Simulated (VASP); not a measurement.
ZnCd3Se3S:

```xyz
8
Lattice="4.1700 0.0000 0.0000 0.0000 4.1700 0.0000 0.0000 0.0000 11.8000" Properties=species:S:1:pos:R:3 pbc="T T T"
Zn    0.0000    0.0000    0.0000
Cd    0.0000    0.0000    5.9000
Cd    2.0850    2.0850    8.8500
Cd    2.0850    2.0850    2.9500
Se    2.0850    0.0000    4.4250
Se    0.0000    2.0850    7.3750
Se    2.0850    0.0000   10.3250
S     0.0000    2.0850    1.4750
```

```yaml
Program: VASP 6.6.1
Task: relaxation of cell and atoms
Functional: PBE
Potentials_or_basis: VASP PAW PBE potentials, release 64 (Zn, Cd, Se, S)
Cutoff: 600 eV
k_mesh: 3 × 3 × 1
Occupations: gaussian, width 0.15 eV
Spin: no spin polarisation
```

At the start: pressure 4.8 GPa; volume 25.65 Å³/atom.

Problem. Where does the relaxation end?

Solution. Over 11 steps the energy falls by 79.4 meV/atom and the volume is 27.33 Å³/atom (+6.6 %); space group Pmm2 (No. 25, to 0.1 Å) before and after.

Step by step:
```csv
step,energy change (eV),largest force (eV/Å),pressure (GPa),volume (Å³)
1,0.0000,1.4588,4.77,205.19
2,-0.3488,0.6436,-1.44,228.71
3,-0.3578,0.7382,-0.73,225.11
4,-0.4339,0.5600,-0.55,223.44
5,-0.5617,0.4435,0.21,218.48
6,-0.5685,0.4789,0.50,216.95
7,-0.6121,0.2475,-0.30,220.00
8,-0.6175,0.2071,-0.66,221.51
9,-0.6314,0.0691,0.45,216.49
10,-0.6337,0.0956,0.14,217.84
11,-0.6354,0.0250,-0.06,218.66
```

Final structure:
```
CELL_PARAMETERS angstrom
4.31389 0.00000 0.00000
0.00000 4.29069 0.00000
0.00000 0.00000 11.81358
ATOMIC_POSITIONS crystal
Zn 0.00000 0.00000 0.00944
Cd 0.00000 0.00000 0.49615
Cd 0.50000 0.50000 0.76532
Cd 0.50000 0.50000 0.22763
Se 0.50000 0.00000 0.36254
Se 0.00000 0.50000 0.63157
Se 0.50000 0.00000 0.90058
S 0.00000 0.50000 0.10678
```

Caveat: the k points lie up to 0.53 Å⁻¹ apart in the final cell.
